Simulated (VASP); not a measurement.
Wanted: the native input for a VASP 6.6.1 run.

```
Task                   : single point
Functional             : PBEsol
Potentials or basis    : VASP PAW PBE potentials, release 64 (Cd, S)
Cutoff                 : 520 eV
k mesh                 : 8 × 8 × 8
Occupations            : fermi-dirac, width 0.05 eV
Spin                   : no spin polarisation
Dipole correction      : no
Further INCAR settings : ALGO = Normal; EDIFF = 1e-06; NBANDS = 16
```

The structure of CdS (Hawleyite) lies in POSCAR:

```
CdS
1.0
    0.0000000000      2.9165000000      2.9165000000
    2.9165000000      0.0000000000      2.9165000000
    2.9165000000      2.9165000000      0.0000000000
Cd S
1 1
Direct
    0.0000000000      0.0000000000      0.0000000000
    0.7500000000      0.7500000000      0.7500000000
```

These files were run (other wordings do the same):

INCAR

```
SYSTEM = CdS
  ALGO = Normal
  EDIFF = 1E-6
  ENCUT = 520
  GGA = PS
  ISIF = 2
  ISMEAR = -1
  LASPH = .True.
  LCHARG = .False.
  LREAL = .False.
  LWAVE = .False.
  NBANDS = 16
  NELM = 80
  PREC = Accurate
  SIGMA = 0.05
```

KPOINTS

```
k-points
0
Gamma
  8 8 8
  0 0 0
```

Potentials or basis: VASP PAW PBE potentials, release 64 (Cd, S).

Command:

```console
$ cat potpaw_PBE.64/Cd/POTCAR potpaw_PBE.64/S/POTCAR > POTCAR
$ mpirun -np 1 vasp_std > vasp.out
```

It gave:

```
Pressure               : 0.1 GPa
Band gap on the k mesh : 1.01 eV, direct
```

Caveat: the PAW data sets were made with another functional, which shifts forces and pressure a little.

Run time: 16 s on 1 thread of Intel(R) Xeon(R) Platinum 8259CL CPU @ 2.50GHz (Skylake/Cascade Lake), on a shared host, peak memory 0.18 GiB.
